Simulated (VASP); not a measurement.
# BaBi (Fd-3m) in VASP: single point with PBE

Aim: the single point of BaBi with PBE.

Everything below comes from runs of VASP 6.6.1. Logs are shortened: lines on timing, memory, paths and dates and some standing lists are left out, and cuts for length are marked.

### 1 The cell of the first run

Symmetry: Fd-3m, No. 227, cubic system. The conventional cell has a = 8.497 Å, b = 8.497 Å, c = 8.497 Å, α = 90.00°, β = 90.00°, γ = 90.00°. Within 4.8 Å of Ba (site symmetry -43m) lie 4 Ba at 3.68 Å and 10 Bi at 3.68 to 4.25 Å. Within 4.8 Å of Bi (site symmetry -43m) lie 10 Ba at 3.68 to 4.25 Å and 4 Bi at 3.68 Å.

### 2 Single point, PBE

The input, INCAR:

```
PREC = Accurate
ENCUT = 520
EDIFF = 1E-6
ISMEAR = 0
SIGMA = 0.1
LREAL = F
LASPH = T
NELM = 100
ALGO = Fast
ISIF = 2
LWAVE = F
LCHARG = F
GGA = PE
NBANDS = 33
```

The input, KPOINTS:

```
Automatic mesh
0
Gamma
  10 10 10
```

The input, POSCAR:

```
BaBi
1.0
    0.0000000000      4.2486955553      4.2486955553
    4.2486955553      0.0000000000      4.2486955553
    4.2486955553      4.2486955553      0.0000000000
Ba Bi
2 2
Direct
    0.5000000000      0.5000000000      0.5000000000
    0.7500000000      0.7500000000      0.7500000000
    0.0000000000      0.0000000000      0.0000000000
    0.2500000000      0.2500000000      0.2500000000
```

Potentials or basis: VASP PAW PBE potentials, release 64 (Ba_sv, Bi_d).

Run with:

```console
cat potpaw_PBE.64/Ba_sv/POTCAR potpaw_PBE.64/Bi_d/POTCAR > POTCAR
mpirun -np 1 vasp_std > vasp.out
```

OUTCAR:

```text
PREC = Accurate
   ENCUT = 520
   EDIFF = 1E-6
   ISMEAR = 0
   LREAL = F
   LASPH = T
   NELM = 100
   ISIF = 2
   GGA = PE

 ion  position               nearest neighbor table
   1  0.500  0.500  0.500-   2 3.68   4 3.68   4 3.68   4 3.68   4 3.68   2 3.68   2 3.68   2 3.68
                             3 4.25   3 4.25   3 4.25   3 4.25   3 4.25   3 4.25
   2  0.750  0.750  0.750-   1 3.68   3 3.68   1 3.68   1 3.68   1 3.68   3 3.68   3 3.68   3 3.68
                             4 4.25   4 4.25   4 4.25   4 4.25   4 4.25   4 4.25
   3  0.000  0.000  0.000-   2 3.68   4 3.68   2 3.68   2 3.68   2 3.68   4 3.68   4 3.68   4 3.68
                             1 4.25   1 4.25   1 4.25   1 4.25   1 4.25   1 4.25
   4  0.250  0.250  0.250-   1 3.68   3 3.68   3 3.68   3 3.68   3 3.68   1 3.68   1 3.68   1 3.68
                             2 4.25   2 4.25   2 4.25   2 4.25   2 4.25   2 4.25

  LATTYP: Found a face centered cubic cell.
 ALAT       =     8.4973911106

  Lattice vectors:

 A1 = (   0.0000000000,   4.2486955553,   4.2486955553)
 A2 = (   4.2486955553,   0.0000000000,   4.2486955553)
 A3 = (   4.2486955553,   4.2486955553,   0.0000000000)

Analysis of symmetry for initial positions (statically):
=====================================================================
 Subroutine PRICEL returns:
 Original cell was already a primitive cell.

 Routine SETGRP: Setting up the symmetry group for a
 face centered cubic supercell.

 Subroutine GETGRP returns: Found 48 space group operations
 (whereof 24 operations were pure point group operations)
 out of a pool of 48 trial point group operations.

The static configuration has the point symmetry T_d .
 The point group associated with its full space group is O_h .

Analysis of symmetry for dynamics (positions and initial velocities):
=====================================================================
 Subroutine PRICEL returns:
 Original cell was already a primitive cell.

 Routine SETGRP: Setting up the symmetry group for a
 face centered cubic supercell.

 Subroutine GETGRP returns: Found 48 space group operations
 (whereof 24 operations were pure point group operations)
 out of a pool of 48 trial point group operations.

The dynamic configuration has the point symmetry T_d .
 The point group associated with its full space group is O_h .

 Subroutine INISYM returns: Found 48 space group operations
 (whereof 24 operations are pure point group operations),
 and found     1 'primitive' translations

----------------------------------------------------------------------------------------

                                     Primitive cell

  volume of cell :     153.3899

  direct lattice vectors                    reciprocal lattice vectors
     0.000000000  4.248695555  4.248695555    -0.117683179  0.117683179  0.117683179
     4.248695555  0.000000000  4.248695555     0.117683179 -0.117683179  0.117683179
     4.248695555  4.248695555  0.000000000     0.117683179  0.117683179 -0.117683179

  length of vectors
     6.008562877  6.008562877  6.008562877     0.203833245  0.203833245  0.203833245

  position of ions in fractional coordinates (direct lattice)
     0.500000000  0.500000000  0.500000000
     0.750000000  0.750000000  0.750000000
     0.000000000  0.000000000  0.000000000
     0.250000000  0.250000000  0.250000000

  ion indices of the primitive-cell ions
   primitive index   ion index
                 1           1
                 2           2
                 3           3
                 4           4

----------------------------------------------------------------------------------------

 KPOINTS: Automatic mesh

Automatic generation of k-mesh.
 Grid dimensions read from file:
 generate k-points for:   10   10   10

 Generating k-lattice:

  Cartesian coordinates                     Fractional coordinates (reciprocal lattice)
    -0.011768318  0.011768318  0.011768318     0.100000000  0.000000000  0.000000000
     0.011768318 -0.011768318  0.011768318     0.000000000  0.100000000  0.000000000
     0.011768318  0.011768318 -0.011768318     0.000000000  0.000000000  0.100000000

  Length of vectors
     0.020383325  0.020383325  0.020383325

  Shift w.r.t. Gamma in fractional coordinates (k-lattice)
     0.000000000  0.000000000  0.000000000

 Subroutine IBZKPT returns following result:
 ===========================================

 Found     47 irreducible k-points:

 Following reciprocal coordinates:
            Coordinates               Weight
  0.000000  0.000000  0.000000      1.000000
  0.100000  0.000000  0.000000      8.000000
  0.200000  0.000000  0.000000      8.000000
  0.300000  0.000000  0.000000      8.000000
  0.400000  0.000000  0.000000      8.000000
  0.500000  0.000000  0.000000      4.000000
[... 16 lines left out ...]
  0.300000  0.300000  0.000000      6.000000
  0.400000  0.300000  0.000000     24.000000
 [... further k-points ...]
   k-points           NKPTS =     47   k-points in BZ     NKDIM =     47   number of bands    NBANDS=     33
   number of dos      NEDOS =    301   number of ions     NIONS =      4
   total plane-waves  NPLWV = 110592
   dimension x,y,z NGX =    48 NGY =   48 NGZ =   48
   dimension x,y,z NGXF=    96 NGYF=   96 NGZF=   96
   ions per type =               2   2
   NGX,Y,Z   is equivalent  to a cutoff of  13.28, 13.28, 13.28 a.u.
   NGXF,Y,Z  is equivalent  to a cutoff of  26.56, 26.56, 26.56 a.u.
 SYSTEM =  unknown system
   PREC   = accura    normal or accurate (medium, high low for compatibility)
   ISTART =      0    job   : 0-new  1-cont  2-samecut
   ICHARG =      2    charge: 1-file 2-atom 10-const
   ISPIN  =      1    spin polarized calculation?
   LNONCOLLINEAR =      F non collinear calculations
   LSORBIT =      F    spin-orbit coupling
   LASPH  =      T    aspherical Exc in radial PAW
   ENCUT  =  520.0 eV  38.22 Ry    6.18 a.u.  11.17 11.17 11.17*2*pi/ulx,y,z
   NELM   =    100;   NELMIN=  2; NELMDL= -5     # of ELM steps
   EDIFF  = 0.1E-05   stopping-criterion for ELM
   LREAL  =      F    real-space projection
   EDIFFG = 0.1E-04   stopping-criterion for IOM
   NSW    =      0    number of steps for IOM
   IBRION =     -1    ionic relax: 0-MD 1-quasi-New 2-CG
   NFREE  =      0    steps in history (QN), initial steepest desc. (CG)
   ISIF   =      2    stress and relaxation
   ISYM   =      2    0-nonsym 1-usesym 2-fastsym
   POTIM  = 0.5000    time-step for ionic-motion
   TEBEG  =    0.0;   TEEND  =   0.0 temperature during run
   PSTRESS=    0.0 pullay stress
   NELECT =      50.0000    total number of electrons
   NUPDOWN=      -1.0000    fix difference up-down
   EMIN   =  10.00;   EMAX   =-10.00  energy-range for DOS
   EFERMI =   0.00;   METHOD = LEGACY
   ISMEAR =     0;   SIGMA  =   0.10  broadening in eV -4-tet -1-fermi 0-gaus
   EFERMI_NEDOS =   21; number of points for ismear=-14 and -15
   IALGO  =     68    algorithm
   IMIX   =      4    mixing-type and parameters
     AMIX     =   0.40;   BMIX     =  1.00
     AMIX_MAG =   1.60;   BMIX_MAG =  1.00
  volume/ion in A,a.u.               =      38.35       258.78
  Fermi-wavevector in a.u.,A,eV,Ry     =   1.126676  2.129110 17.271233  1.269400
  Thomas-Fermi vector in A             =   2.263359
   LORBIT       =      0    0 simple, 1 ext, 2 COOP (PROOUT), +10 PAW based schemes
   GGA     = PE    functional components
   LHFCALC =     F    Hartree Fock is set to
   AEXX    =    0.0000 exact exchange contribution
   IVDW    =     0    specifies the selected vdW correction
   LEPSILON=     F    determine dielectric tensor
   LRPA    =     F    only Hartree local field effects (RPA)
 non-spin polarized calculation
 RMM-DIIS sequential band-by-band and
 Gauss-broadening in eV      SIGMA  =   0.10
  energy-cutoff  :      520.00
  volume of cell :      153.39
 maximum number of plane-waves:      4158
 NGX is ok and might be reduce to    48
   NGX = 23   NGY = 23   NGZ = 23

 number of electron      50.0000008 magnetization

 Free energy of the ion-electron system (eV)
  ---------------------------------------------------
  ext. energy  EPLUGINS =         0.00000000
  ---------------------------------------------------
  free energy    TOTEN  =       -13.25015038 eV

  energy without entropy =      -13.23073867  energy(sigma->0) =      -13.24044452

 E-fermi :   4.8043     XC(G=0):  -9.2005

 val. band max:        4.7966476610   @ k =   0.3000   0.0000   0.0000
 cond. band min:       4.8104471392   @ k =  -0.4000   0.4000   0.1000
 fundamental gap:      0.0137994782
 Fermi energy:         4.8042898346

 k-point     1 :       0.0000    0.0000    0.0000
  band No.  band energies     occupation
      1     -24.0216      2.00000
      2     -23.7640      2.00000
      3     -17.4899      2.00000
      4     -17.4899      2.00000
      5     -17.4899      2.00000
      6     -17.4762      2.00000
[... 25 lines left out ...]
     32       7.7671      0.00000
     33       9.8543      0.00000

 k-point     2 :       0.1000    0.0000    0.0000
  band No.  band energies     occupation
      1     -24.0170      2.00000
      2     -23.7688      2.00000
      3     -17.4905      2.00000
      4     -17.4905      2.00000
      5     -17.4893      2.00000
      6     -17.4752      2.00000
[... 25 lines left out ...]
     32       7.7782      0.00000
     33       9.8001      0.00000

 k-point     3 :       0.2000    0.0000    0.0000
  band No.  band energies     occupation
      1     -24.0040      2.00000
      2     -23.7823      2.00000
      3     -17.4919      2.00000
      4     -17.4919      2.00000
      5     -17.4878      2.00000
      6     -17.4732      2.00000
[... 25 lines left out ...]
     32       7.7466      0.00000
     33       9.5682      0.00000

 k-point     4 :       0.3000    0.0000    0.0000
  band No.  band energies     occupation
      1     -23.9853      2.00000
      2     -23.8017      2.00000
      3     -17.4932      2.00000
      4     -17.4932      2.00000
      5     -17.4860      2.00000
      6     -17.4712      2.00000
[... 25 lines left out ...]
     32       7.8153      0.00000
     33       9.1104      0.00000

 k-point     5 :       0.4000    0.0000    0.0000
  band No.  band energies     occupation
      1     -23.9666      2.00000
      2     -23.8208      2.00000
      3     -17.4940      2.00000
      4     -17.4940      2.00000
      5     -17.4844      2.00000
      6     -17.4699      2.00000
[... 604 lines left out ...]
 k-point    22 :      -0.2000    0.2000    0.0000
  band No.  band energies     occupation
      1     -23.9778      2.00000
      2     -23.8094      2.00000
      3     -17.4943      2.00000
      4     -17.4943      2.00000
      5     -17.4835      2.00000
      6     -17.4710      2.00000
[... 25 lines left out ...]
     32       7.6198      0.00000
     33       9.3927      0.00000

 k-point    23 :       0.3000    0.3000    0.0000
  band No.  band energies     occupation
      1     -23.9693      2.00000
      2     -23.8181      2.00000
      3     -17.4944      2.00000
      4     -17.4944      2.00000
      5     -17.4846      2.00000
      6     -17.4689      2.00000
[... 25 lines left out ...]
     32       7.6489      0.00000
     33       8.1136      0.00000

 k-point    24 :       0.4000    0.3000    0.0000
  band No.  band energies     occupation
      1     -23.9509      2.00000
      2     -23.8369      2.00000
      3     -17.4956      2.00000
      4     -17.4953      2.00000
      5     -17.4816      2.00000
      6     -17.4665      2.00000
[... 25 lines left out ...]
     32       7.8050      0.00000
     33       8.0772      0.00000

 [... further k-points ...]

------------------------ aborting loop because EDIFF is reached ----------------------------------------

  FORCE on cell =-STRESS in cart. coord.  units (eV):
  Direction    XX          YY          ZZ          XY          YZ          ZX
  --------------------------------------------------------------------------------------
  -------------------------------------------------------------------------------------
  Total        0.3014042      0.3014042      0.3014042     -0.0000000     -0.0000000      0.0000000
  in kB        3.1482057      3.1482057      3.1482057     -0.0000000     -0.0000000      0.0000000
  external PRESSURE =       3.1482057 kB  Pullay stress =       0.0000000 kB

 VOLUME and BASIS-vectors are now :
 -----------------------------------------------------------------------------
  energy-cutoff  :      520.00
  volume of cell :      153.39
      direct lattice vectors                 reciprocal lattice vectors
     0.000000000  4.248695555  4.248695555    -0.117683179  0.117683179  0.117683179
     4.248695555  0.000000000  4.248695555     0.117683179 -0.117683179  0.117683179
     4.248695555  4.248695555  0.000000000     0.117683179  0.117683179 -0.117683179

 POSITION                                       TOTAL-FORCE (eV/Angst)
 -----------------------------------------------------------------------------------
      4.24870      4.24870      4.24870         0.000000     -0.000000      0.000000
      6.37304      6.37304      6.37304        -0.000000     -0.000000     -0.000000
      0.00000      0.00000      0.00000         0.000000     -0.000000      0.000000
      2.12435      2.12435      2.12435         0.000000      0.000000     -0.000000
 -----------------------------------------------------------------------------------
    total drift:                               -0.000000     -0.000000     -0.000000

  FREE ENERGIE OF THE ION-ELECTRON SYSTEM (eV)
  ---------------------------------------------------
  free  energy   TOTEN  =       -13.2501503783 eV

  energy  without entropy=      -13.2307386716  energy(sigma->0) =      -13.24044452
```

Run time: 8 min. Hardware: 1 thread of Oxide Virtual Turin-like, shared host; peak memory 0.41 GiB.

What came out:

| Item | Value |
| --- | --- |
| Free energy | -13.2502 eV |
| Pressure | 0.3 GPa |
| Band gap on the k mesh | zero (bands 25 and 26 overlap by 1.67 eV) |

Caveat: spin-orbit coupling is left out, which moves the levels of the heavy elements.
